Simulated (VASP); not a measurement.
# GaP in VASP: settings compared

GaP is run at these levels: r2SCAN, PBE; tasks: single point.

All numbers are computed with VASP 6.6.1; they aren't measurements. Logs are shortened: lines on timing, memory, paths and dates and some standing lists are left out, and cuts for length are marked.

**1. The cell of the first run**

The structure is cubic, space group F-43m (No. 216). The conventional cell has a = 5.451 Å, b = 5.451 Å, c = 5.451 Å, α = 90.00°, β = 90.00°, γ = 90.00°. Ga (site symmetry -43m) has 4 P at 2.36 Å within 3.1 Å. P (site symmetry -43m) has 4 Ga at 2.36 Å within 3.1 Å.

**2. Single point, r2SCAN**

File POSCAR:

```
GaP
1.0
    0.0000000000      2.7253992874      2.7253992874
    2.7253992874      0.0000000000      2.7253992874
    2.7253992874      2.7253992874      0.0000000000
Ga P
1 1
Direct
    0.0000000000      0.0000000000      0.0000000000
    0.2500000000      0.2500000000      0.2500000000
```

File INCAR.step1:

```
SYSTEM = GaP
  PREC = Accurate
  ENCUT = 520
  ISMEAR = 0
  SIGMA = 0.01
  LREAL = .FALSE.
  LASPH = .TRUE.
  NELM = 60
  NBANDS = 16
  GGA = PE
  ALGO = Normal
  EDIFF = 1E-4
  LWAVE = .TRUE.
  LCHARG = .FALSE.
```

File INCAR.step2:

```
SYSTEM = GaP
  PREC = Accurate
  ENCUT = 520
  EDIFF = 1E-7
  ISMEAR = 0
  SIGMA = 0.01
  LREAL = .FALSE.
  LASPH = .TRUE.
  NELM = 60
  ALGO = Normal
  ISIF = 2
  LWAVE = .FALSE.
  LCHARG = .FALSE.
  METAGGA = R2SCAN
  LMIXTAU = .TRUE.
  NBANDS = 16
  ISTART = 1
```

File KPOINTS:

```
Automatic mesh
0
G
  8 8 8
  0 0 0
```

Potentials or basis: VASP PAW PBE potentials, release 64 (Ga_d, P).

On the command line:

```sh
cat potpaw_PBE.64/Ga_d/POTCAR potpaw_PBE.64/P/POTCAR > POTCAR
cp INCAR.step1 INCAR
mpirun -np 1 vasp_std > vasp.out
cp INCAR.step2 INCAR
mpirun -np 1 vasp_std > vasp.out
```

OUTCAR:

```text
SYSTEM = GaP
   PREC = Accurate
   ENCUT = 520
   EDIFF = 1E-7
   ISMEAR = 0
   LREAL = .FALSE.
   LASPH = .TRUE.
   NELM = 60
   ISIF = 2
   METAGGA = R2SCAN
   ISTART = 1

 ion  position               nearest neighbor table
   1  0.000  0.000  0.000-   2 2.36   2 2.36   2 2.36   2 2.36
   2  0.250  0.250  0.250-   1 2.36   1 2.36   1 2.36   1 2.36

  LATTYP: Found a face centered cubic cell.
 ALAT       =     5.4507985748

  Lattice vectors:

 A1 = (   0.0000000000,   2.7253992874,   2.7253992874)
 A2 = (   2.7253992874,   0.0000000000,   2.7253992874)
 A3 = (   2.7253992874,   2.7253992874,   0.0000000000)

Analysis of symmetry for initial positions (statically):
=====================================================================
 Subroutine PRICEL returns:
 Original cell was already a primitive cell.

 Routine SETGRP: Setting up the symmetry group for a
 face centered cubic supercell.

 Subroutine GETGRP returns: Found 24 space group operations
 (whereof 24 operations were pure point group operations)
 out of a pool of 48 trial point group operations.

The static configuration has the point symmetry T_d .

Analysis of symmetry for dynamics (positions and initial velocities):
=====================================================================
 Subroutine PRICEL returns:
 Original cell was already a primitive cell.

 Routine SETGRP: Setting up the symmetry group for a
 face centered cubic supercell.

 Subroutine GETGRP returns: Found 24 space group operations
 (whereof 24 operations were pure point group operations)
 out of a pool of 48 trial point group operations.

The dynamic configuration has the point symmetry T_d .

 Subroutine INISYM returns: Found 24 space group operations
 (whereof 24 operations are pure point group operations),
 and found     1 'primitive' translations

----------------------------------------------------------------------------------------

                                     Primitive cell

  volume of cell :      40.4874

  direct lattice vectors                    reciprocal lattice vectors
     0.000000000  2.725399287  2.725399287    -0.183459357  0.183459357  0.183459357
     2.725399287  0.000000000  2.725399287     0.183459357 -0.183459357  0.183459357
     2.725399287  2.725399287  0.000000000     0.183459357  0.183459357 -0.183459357

  length of vectors
     3.854296635  3.854296635  3.854296635     0.317760927  0.317760927  0.317760927

  position of ions in fractional coordinates (direct lattice)
     0.000000000  0.000000000  0.000000000
     0.250000000  0.250000000  0.250000000

  ion indices of the primitive-cell ions
   primitive index   ion index
                 1           1
[... 71 lines left out ...]
   ENCUT  =  520.0 eV  38.22 Ry    6.18 a.u.   7.17  7.17  7.17*2*pi/ulx,y,z
   NELM   =     60;   NELMIN=  2; NELMDL=  0     # of ELM steps
   EDIFF  = 0.1E-06   stopping-criterion for ELM
   LREAL  =      F    real-space projection
   EDIFFG = 0.1E-05   stopping-criterion for IOM
   NSW    =      0    number of steps for IOM
   IBRION =     -1    ionic relax: 0-MD 1-quasi-New 2-CG
   NFREE  =      0    steps in history (QN), initial steepest desc. (CG)
   ISIF   =      2    stress and relaxation
   ISYM   =      2    0-nonsym 1-usesym 2-fastsym
   POTIM  = 0.5000    time-step for ionic-motion
   TEBEG  =    0.0;   TEEND  =   0.0 temperature during run
   PSTRESS=    0.0 pullay stress
   NELECT =      18.0000    total number of electrons
   NUPDOWN=      -1.0000    fix difference up-down
   EMIN   =  10.00;   EMAX   =-10.00  energy-range for DOS
   EFERMI =   0.00;   METHOD = LEGACY
   ISMEAR =     0;   SIGMA  =   0.01  broadening in eV -4-tet -1-fermi 0-gaus
   EFERMI_NEDOS =   21; number of points for ismear=-14 and -15
   IALGO  =     38    algorithm
   IMIX   =      4    mixing-type and parameters
     AMIX     =   0.40;   BMIX     =  1.00
     AMIX_MAG =   1.60;   BMIX_MAG =  1.00
  volume/ion in A,a.u.               =      20.24       136.61
  Fermi-wavevector in a.u.,A,eV,Ry     =   1.249469  2.361154 21.241050  1.561173
  Thomas-Fermi vector in A             =   2.383508
   LORBIT       =      0    0 simple, 1 ext, 2 COOP (PROOUT), +10 PAW based schemes
   METAGGA = R2SCAN    functional components
   LHFCALC =     F    Hartree Fock is set to
   AEXX    =    0.0000 exact exchange contribution
   IVDW    =     0    specifies the selected vdW correction
   LEPSILON=     F    determine dielectric tensor
   LRPA    =     F    only Hartree local field effects (RPA)
 non-spin polarized calculation
 Gauss-broadening in eV      SIGMA  =   0.01
  energy-cutoff  :      520.00
  volume of cell :       40.49
 maximum number of plane-waves:      1106
 NGX is ok and might be reduce to    30
   NGX = 15   NGY = 15   NGZ = 15

 number of electron      17.9999989 magnetization

 Free energy of the ion-electron system (eV)
  ---------------------------------------------------
  ext. energy  EPLUGINS =         0.00000000
  ---------------------------------------------------
  free energy    TOTEN  =       -21.46308715 eV

  energy without entropy =      -21.46308715  energy(sigma->0) =      -21.46308715

 E-fermi :   4.5609     XC(G=0): -10.5481

 val. band max:        4.4603816634   @ k =   0.0000   0.0000   0.0000
 cond. band min:       6.3628590614   @ k =   0.3750   0.3750   0.0000
 fundamental gap:      1.9024773979
 Fermi energy:         4.5608654156

 k-point     1 :       0.0000    0.0000    0.0000
  band No.  band energies     occupation
      1     -10.5286      2.00000
      2     -10.5286      2.00000
      3     -10.5285      2.00000
      4     -10.4149      2.00000
      5     -10.4149      2.00000
      6      -8.5599      2.00000
[... 433 lines left out ...]
      3     -10.4820      2.00000
      4     -10.4204      2.00000
      5     -10.4072      2.00000
      6      -5.9761      2.00000
[... 8 lines left out ...]
     15      17.1286      0.00000
     16      17.7103      0.00000

 [... further k-points ...]
[... 5 lines left out ...]
  --------------------------------------------------------------------------------------
  -------------------------------------------------------------------------------------
  Total       -0.0086179     -0.0086179     -0.0086179      0.0000000      0.0000000     -0.0000000
  in kB       -0.3410312     -0.3410312     -0.3410312      0.0000000      0.0000000     -0.0000000
  external PRESSURE =      -0.3410312 kB  Pullay stress =       0.0000000 kB

 VOLUME and BASIS-vectors are now :
 -----------------------------------------------------------------------------
  energy-cutoff  :      520.00
  volume of cell :       40.49
      direct lattice vectors                 reciprocal lattice vectors
     0.000000000  2.725399287  2.725399287    -0.183459357  0.183459357  0.183459357
     2.725399287  0.000000000  2.725399287     0.183459357 -0.183459357  0.183459357
     2.725399287  2.725399287  0.000000000     0.183459357  0.183459357 -0.183459357

 POSITION                                       TOTAL-FORCE (eV/Angst)
 -----------------------------------------------------------------------------------
      0.00000      0.00000      0.00000        -0.000000     -0.000000     -0.000000
      1.36270      1.36270      1.36270         0.000000      0.000000      0.000000
 -----------------------------------------------------------------------------------
    total drift:                                0.000010      0.000010      0.000010

  FREE ENERGIE OF THE ION-ELECTRON SYSTEM (eV)
  ---------------------------------------------------
  free  energy   TOTEN  =       -21.4630871485 eV

  energy  without entropy=      -21.4630871485  energy(sigma->0) =      -21.46308715
```

OUTCAR.step1:

```text
SYSTEM = GaP
   PREC = Accurate
   ENCUT = 520
   ISMEAR = 0
   LREAL = .FALSE.
   LASPH = .TRUE.
[... 678 lines left out ...]
      0.00000      0.00000      0.00000         0.000000      0.000000      0.000000
      1.36270      1.36270      1.36270        -0.000000     -0.000000     -0.000000
 -----------------------------------------------------------------------------------
    total drift:                                0.000002      0.000002      0.000002

  FREE ENERGIE OF THE ION-ELECTRON SYSTEM (eV)
  ---------------------------------------------------
  free  energy   TOTEN  =        -9.1161503273 eV

  energy  without entropy=       -9.1161503273  energy(sigma->0) =       -9.11615033
```

Run time: 2.2 min. Hardware: 1 thread of Intel Xeon Platinum 8488C (Sapphire Rapids), shared host; peak memory 0.17 GiB.

What came out:

```
Free energy            : -21.4631 eV
Pressure               : 0.0 GPa
Band gap on the k mesh : 1.90 eV, indirect (least direct gap 2.34 eV)
```

Caveat: the PAW data sets were made with another functional, which shifts forces and pressure a little. A k mesh can miss the band edges.

**3. Single point, PBE (uniaxial z strain -3.0%)**

File INCAR:

```
SYSTEM = GaP
PREC = Accurate
ENCUT = 520
EDIFF = 1E-6
ISMEAR = -1
SIGMA = 0.02
LREAL = .FALSE.
LASPH = .TRUE.
NELM = 80
ALGO = Normal
ISIF = 2
LWAVE = .FALSE.
LCHARG = .TRUE.
GGA = PE
LELF = .TRUE.
LVHAR = .TRUE.
NBANDS = 16
```

KPOINTS is that of step 2.

File POSCAR:

```
GaP
1.0
    0.0000000000      2.7253992874      2.6436373088
    2.7253992874      0.0000000000      2.6436373088
    2.7253992874      2.7253992874      0.0000000000
Ga P
1 1
Direct
    0.0000000000      0.0000000000      0.0000000000
    0.2500000000      0.2500000000      0.2500000000
```

Potentials or basis: VASP PAW PBE potentials, release 64 (Ga_d, P).

On the command line:

```sh
cat potpaw_PBE.64/Ga_d/POTCAR potpaw_PBE.64/P/POTCAR > POTCAR
mpirun -np 1 vasp_std > vasp.out
```

Wall time 42 s (1 thread of Intel Xeon Platinum 8488C (Sapphire Rapids), shared host); peak memory 0.18 GiB.

It converged, with:

```
Free energy            : -9.0816 eV
Pressure               : 5.2 GPa
Band gap on the k mesh : 1.30 eV, indirect (least direct gap 1.96 eV)
```

Stress tensor (GPa, compression positive):
```
4.52 0.00 0.00
0.00 4.52 0.00
0.00 0.00 6.63
```

Levels at points of the mesh, in eV from the valence-band top:
```
           k point  band 5  band 6  band 7  band 8  band 9  band 10  band 11  band 12  band 13  band 14
(0.00, 0.00, 0.00)  -14.61  -12.83   -0.17   -0.17    0.00     1.96     3.73     3.80     3.80     8.82
(0.50, 0.00, 0.00)  -14.59  -10.66   -6.92   -1.40   -1.15     1.63     4.48     4.75     8.24    10.97
(0.50, 0.50, 0.00)  -14.58   -9.63   -6.87   -3.04   -3.04     1.34     1.48    10.69    10.69    11.55
(0.50, 0.00, 0.50)  -14.59   -9.77   -7.08   -2.83   -2.81     1.55     1.78    10.64    10.67    11.25
```

Caveat: the cell differs from its parent crystal (uniaxial z strain -3.0%). A k mesh can miss the band edges.

**4. Single point, PBE (uniaxial z strain -2.0%)**

File INCAR:

```
SYSTEM = GaP
  PREC = Accurate
  ENCUT = 520
  EDIFF = 1E-6
  ISMEAR = -1
  SIGMA = 0.02
  LREAL = .FALSE.
  LASPH = .TRUE.
  NELM = 80
  ALGO = Normal
  ISIF = 2
  LWAVE = .FALSE.
  LCHARG = .FALSE.
  GGA = PE
  NBANDS = 16
```

File KPOINTS:

```
regular mesh
0
G
  8 8 8
  0 0 0
```

File POSCAR:

```
GaP
1.0
    0.0000000000      2.7253992874      2.6708913017
    2.7253992874      0.0000000000      2.6708913017
    2.7253992874      2.7253992874      0.0000000000
Ga P
1 1
Direct
    0.0000000000      0.0000000000      0.0000000000
    0.2500000000      0.2500000000      0.2500000000
```

On the command line:

```sh
cat potpaw_PBE.64/Ga_d/POTCAR potpaw_PBE.64/P/POTCAR > POTCAR
mpirun -np 1 vasp_std > vasp.out
```

Wall time 46 s (1 thread of Intel Xeon Platinum 8488C (Sapphire Rapids), shared host); peak memory 0.18 GiB.

Results (log left out):

- Free energy: -9.0967 eV
- Pressure: 4.2 GPa
- Band gap on the k mesh: 1.41 eV, indirect (least direct gap 1.92 eV)

Stress tensor (GPa, compression positive):
```
3.76 0.00 0.00
0.00 3.76 0.00
0.00 0.00 5.19
```

Levels at points of the mesh, in eV from the valence-band top:
```csv
k point,band 7,band 8,band 9,band 10,band 11,band 12
"(0.00, 0.00, 0.00)",-0.11,-0.11,0.00,1.92,3.78,3.83
"(0.50, 0.00, 0.00)",-6.82,-1.30,-1.14,1.65,4.56,4.73
"(0.50, 0.50, 0.00)",-6.83,-2.92,-2.92,1.44,1.60,10.66
"(0.50, 0.00, 0.50)",-6.97,-2.78,-2.77,1.59,1.79,10.64
```

Caveat: the cell differs from its parent crystal (uniaxial z strain -2.0%). A k mesh can miss the band edges.

**5. Overview**

| level | cell | smearing | gap on the mesh (eV) | pressure (GPa) |
| --- | --- | --- | --- | --- |
| r2SCAN | a = 3.854 Å, angles 60.0°, 2 atoms | gaussian 0.01 eV | 1.90 | 0.0 |
| PBE | a = 3.797, b = 3.797, c = 3.854 Å, angles 59.5, 59.5, 61.0°, 2 atoms | fermi-dirac 0.02 eV | 1.30 | 5.2 |
| PBE | a = 3.816, b = 3.816, c = 3.854 Å, angles 59.7, 59.7, 60.7°, 2 atoms | fermi-dirac 0.02 eV | 1.41 | 4.2 |

Alike in all rows: task single point; potentials or basis VASP PAW PBE potentials, release 64 (Ga_d, P); no spin polarisation; k mesh 8 × 8 × 8; cutoff (eV) 520.

Caveats: the PAW data sets were made with another functional, which shifts forces and pressure a little (some runs).

Total energies depend on the potentials used, so only differences within one code and one set of settings carry meaning.
